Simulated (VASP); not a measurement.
PbSe, 2 atoms in the cell. The structure is cubic, space group Fm-3m (No. 225). The conventional cell has a = 6.177 Å, b = 6.177 Å, c = 6.177 Å, α = 90.00°, β = 90.00°, γ = 90.00°. Within 4.1 Å of Pb (site symmetry m-3m) lie 6 Se at 3.09 Å. Within 4.1 Å of Se (site symmetry m-3m) lie 6 Pb at 3.09 Å. 

* Program: VASP 6.6.1
* Task: single point
* Functional: PBE
* Potentials or basis: VASP PAW PBE potentials, release 64 (Pb_d, Se)
* Cutoff: 520 eV
* k mesh: 8 × 8 × 8
* Occupations: gaussian, width 0.01 eV
* Spin: no spin polarisation
* Dipole correction: no
* Further INCAR settings: ALGO = Normal; EDIFF = 1e-07; NBANDS = 17

Potentials or basis: VASP PAW PBE potentials, release 64 (Pb_d, Se).

Run with:

```sh
$ cat potpaw_PBE.64/Pb_d/POTCAR potpaw_PBE.64/Se/POTCAR > POTCAR
$ mpirun -np 1 vasp_std > vasp.out
```

Hardware: 1 thread of AMD EPYC 9R45 96-Core Processor (Zen 5), with other jobs on the host.

Problem. Estimate the wall time of this run.

Solution. Run time: 13 s on 1 thread of AMD EPYC 9R45 96-Core Processor (Zen 5) (shared host), peak memory 0.16 GiB. Counts: scf iterations 13, k points 29.
